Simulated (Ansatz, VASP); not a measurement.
## NbAlS4 in VASP and in Ansatz

```xyz
6
Lattice="0.0000 3.7077 3.7077 3.7077 0.0000 3.7077 3.7077 3.7077 0.0000" Properties=species:S:1:pos:R:3 pbc="T T T"
Al    5.5616    5.5616    5.5616
Nb    0.0000    0.0000    0.0000
S     4.6403    2.7752    4.6403
S     4.6403    4.6403    2.7752
S     2.7752    2.7752    2.7752
S     2.7752    4.6403    4.6403
```

Change from the starting cell: species swapped into the DyCu4Pd type (F-43m, No. 216).

Alike in both runs: functional PBE; k mesh 4 × 4 × 4; occupations gaussian, width 0.1 eV; collinear spin.

Ansatz relaxed the structure, and its values are those at the end. VASP's run is a single point on that final structure, the one shown.

|  | VASP | Ansatz |
| --- | --- | --- |
| version | VASP 6.6.1 | Ansatz 0.2.0 |
| potentials or method | VASP PAW PBE potentials, release 64 (Al, Nb_sv, S), cutoff 520 eV | scalar-relativistic, plane waves, PAW |
| valence electrons in the cell | 40 | 40 |

VASP gave:

- gap on the k mesh at the Fermi level (eV): none
- pressure (GPa): -0.2
- rms of the force components (eV/Å): 0.004
- net moment per atom (μB): 0.21
- size of the moment on the site where the two differ most (μB): 0.90

Problem. What did Ansatz give for the same quantities?

Solution. gap on the k mesh at the Fermi level (eV): none; pressure (GPa): -0.1; rms of the force components (eV/Å): 0.002; net moment per atom (μB): 0.21; size of the moment on the site where the two differ most (μB): 0.95.

Site moments also hang on the region over which each program counts them. A gap of «none» marks a metal or a gap that the smearing closes. Ansatz's warnings: no starting moments.

The k mesh is coarse, so the values compare programs but aren't converged.
